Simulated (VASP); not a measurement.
Input of a VASP 6.6.1 run:

The input INCAR:

```
SYSTEM = In
ALGO = Normal
EDIFF = 1E-6
ENCUT = 500
GGA = PE
GGA_COMPAT = .False.
ISIF = 2
ISMEAR = -1
LASPH = .True.
LCHARG = .False.
LREAL = .False.
LWAVE = .False.
NBANDS = 12
NELM = 120
PREC = Accurate
SIGMA = 0.08
```

File KPOINTS:

```
k-points
0
Gamma
  13 13 13
  0 0 0
```

Contents of POSCAR:

```
In
1.0
    2.8325572727      0.0000000000      0.0000000000
    0.0000000000      2.8325572727      0.0000000000
    0.0000000000      0.0000000000      2.8325572727
In
1
Direct
    0.0000000000      0.0000000000      0.0000000000
```

Potentials or basis: VASP PAW PBE potentials, release 64 (In_d).

Command:

```console
$ cat potpaw_PBE.64/In_d/POTCAR > POTCAR
$ mpirun -np 1 vasp_std > vasp.out
```

Problem. Predict the pressure.

Solution. 16.1 GPa.
